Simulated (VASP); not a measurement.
## Ag: relaxation of cell and atoms with LDA

The system is Ag.

```
CELL_PARAMETERS angstrom
4.09000 0.00000 0.00000
0.00000 4.09000 0.00000
0.00000 0.00000 4.09000
ATOMIC_POSITIONS crystal
Ag 0.00000 0.00000 0.00000
Ag 0.00000 0.50000 0.50000
Ag 0.50000 0.00000 0.50000
Ag 0.50000 0.50000 0.00000
```

```
Program                : VASP 6.6.1
Task                   : relaxation of cell and atoms
Functional             : LDA
Potentials or basis    : VASP PAW LDA potentials, release 64 (Ag)
Cutoff                 : 600 eV
k mesh                 : 6 × 6 × 6
Occupations            : gaussian, width 0.1 eV
Spin                   : no spin polarisation
Dipole correction      : no
Further INCAR settings : ALGO = Normal; EDIFF = 1e-06; IBRION = 2; EDIFFG = -0.01; NSW = 60; ISIF = 3
```

| Item | Value |
| --- | --- |
| Relaxed volume | 16.06 Å³/atom |
| Relaxed cell | a = 4.005 Å, b = 4.005 Å, c = 4.005 Å, α = 90.00°, β = 90.00°, γ = 90.00° |
| Space group after relaxing (to 0.1 Å) | Fm-3m (No. 225) |
| Energy gained by relaxing | 25.9 meV/atom |
| Ionic steps | 3 |
| Pressure after relaxing | -0.1 GPa |
| Band gap on the k mesh | zero (bands 22 and 23 overlap by 2.09 eV) |

The path:
```
step  energy change (eV)  largest force (eV/Å)  pressure (GPa)  volume (Å³)
   1              0.0000                0.0000           -7.32        68.42
   2             -0.0254                0.0000            8.22        60.97
   3             -0.1034                0.0000           -0.06        64.22
```

Final structure:
```
Ag
1.0
     4.00466    0.00000    0.00000
     0.00000    4.00466    0.00000
     0.00000    0.00000    4.00466
Ag
4
Direct
  0.00000 0.00000 0.00000
  0.00000 0.50000 0.50000
  0.50000 0.00000 0.50000
  0.50000 0.50000 0.00000
```

Levels at points of the mesh, in eV from the Fermi level:
```csv
k point,band 20,band 21,band 22,band 23,band 24,band 25
"(0.00, 0.00, 0.00)",-2.70,-2.70,1.48,1.48,1.48,7.20
"(0.50, 0.00, 0.00)",-3.41,-2.70,-2.70,6.16,6.16,6.16
"(0.50, 0.50, 0.00)",-3.83,-0.49,-0.49,-0.49,-0.49,9.71
"(0.50, 0.50, 0.50)",-2.94,-0.60,-0.60,-0.60,-0.60,3.92
```

Wall time 2.5 min on 1 thread of Intel Xeon 8259CL (shared host), peak memory 0.2 GiB.
